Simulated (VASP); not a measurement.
Write the native input for VASP 6.6.1 that does the following.

```
Task                   : single point
Functional             : PBE
Potentials or basis    : VASP PAW PBE potentials, release 64 (Te)
Cutoff                 : 520 eV
k mesh                 : 4 × 4 × 4
Occupations            : gaussian, width 0.1 eV
Spin                   : no spin polarisation
Dipole correction      : no
Further INCAR settings : ALGO = Normal; EDIFF = 1e-06; NBANDS = 20
```

The structure of Te lies in POSCAR:

```
Te
1.0
   -3.3227750900      3.3227750900      3.0957521700
    3.3227750900     -3.3227750900      3.0957521700
    3.3227750900      3.3227750900     -3.0957521700
Te
4
Direct
    0.8750000000      0.6250000000      0.2500000000
    0.3750000000      0.6250000000      0.7500000000
    0.3750000000      0.6250000000      0.2500000000
    0.3750000000      0.1250000000      0.7500000000
```

The cell was built from a structure type or drawn by symmetry, and may not be a known phase.

One way to write it, as run:

INCAR

```
SYSTEM = Te
PREC     = Accurate       ! precision mode
ENCUT    = 520            ! plane-wave cutoff, eV
EDIFF    = 1E-6           ! SCF threshold, eV
ISMEAR   = 0              ! smearing method
SIGMA    = 0.1            ! smearing width, eV
LREAL    = .FALSE.        ! projectors in reciprocal space
LASPH    = .TRUE.         ! aspherical terms in the spheres
NELM     = 60             ! most SCF steps
ALGO     = Normal         ! electronic algorithm
ISIF     = 2              ! what is computed and relaxed
LWAVE    = .FALSE.        ! write WAVECAR
LCHARG   = .FALSE.        ! write CHGCAR
GGA      = PE             ! functional
NBANDS   = 20             ! bands
```

KPOINTS

```
regular mesh
0
G
  4 4 4
  0 0 0
```

Potentials or basis: VASP PAW PBE potentials, release 64 (Te).

Launch:

```console
$ cat potpaw_PBE.64/Te/POTCAR > POTCAR
$ mpirun -np 1 vasp_std > vasp.out
```

It gave:

The pressure is 15.0 GPa and the band gap on the k mesh is zero (bands 12 and 13 overlap by 1.45 eV).

Caveat: the cell stands under pressure; spin-orbit coupling is left out, which moves the levels of the heavy elements.

It took 72 s on 1 thread of Intel Xeon 8259CL, on a shared host, peak memory 0.25 GiB.
